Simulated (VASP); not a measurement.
Runs of VASP 6.6.1 on P. The structure is that of space group Imma (No. 74), or close to it. The cells are those of the table. 

```csv
cell,gap on the mesh (eV),pressure (GPa),largest force (eV/Å)
"a = 3.728 Å, angles 121.3, 86.5, 122.8°, 2 atoms",none,(b),0.15
"a = 3.698 Å, angles 123.2, 90.0, 117.0°, 2 atoms",none,-10.0,0.38
"a = 3.737 Å, angles 123.8, 91.2, 115.0°, 2 atoms",none,(a),0.80
"a = 3.765 Å, angles 121.9, 87.6, 120.8°, 2 atoms",none,-12.4,0.20
"a = 3.802 Å, angles 122.6, 88.8, 118.9°, 2 atoms",none,-14.0,0.56
```

Alike in all rows: task single point; level PBEsol; potentials or basis VASP PAW PBE potentials, release 64 (P); no spin polarisation; k mesh 18 × 18 × 18; cutoff (eV) 520; smearing gaussian 0.15 eV.

**Question.** Estimate the missing entries.

**Answer.** (a) -11.7; (b) -10.2.

Caveats: the cell stands under tension; the PAW data sets were made with another functional, which shifts forces and pressure a little.

A gap of «none» marks levels without a gap at the run's occupations.
